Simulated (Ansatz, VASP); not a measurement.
## Two plane-wave programs on YGe

```
Y Ge
1.0
     5.77393    0.00000    0.00000
    -4.18573    3.97718    0.00000
     0.00000    0.00000    3.95460
Y Ge
2 2
Direct
  0.13861 0.86139 0.25000
  0.86139 0.13861 0.75000
  0.41562 0.58438 0.25000
  0.58438 0.41562 0.75000
```

Alike in both runs: task single point; functional LDA; k mesh 7 × 7 × 7; occupations gaussian, width 0.25 eV; no spin polarisation.

|  | VASP | Ansatz |
| --- | --- | --- |
| version | VASP 6.6.1 | Ansatz 0.2.0 |
| potentials or method | VASP PAW LDA potentials, release 64 (Y_sv, Ge_d) | plane waves, PAW |
| plane-wave cutoff (eV) | 520 | 420 |
| valence electrons in the cell | 50 | 50 |

|  | VASP | Ansatz | Ansatz less VASP |
| --- | --- | --- | --- |
| gap on the k mesh at the Fermi level (eV) | none | none | - |
| pressure (GPa) | -4.6 | -4.8 | -0.11 |
| traceless stress, the component that is largest in VASP (GPa) | 0.27 | 0.27 | +0.001 |
| rms of the force components (eV/Å) | 0.033 | 0.034 | +0.0003 |

LDA's correlation is that of Perdew and Zunger in VASP and of Perdew and Wang (1992) in Ansatz. Atom by atom the forces differ by 0.001 eV/Å (rms over components). A gap of «none» marks a metal or a gap that the smearing closes. Ansatz's warnings: stress scf threshold loose.
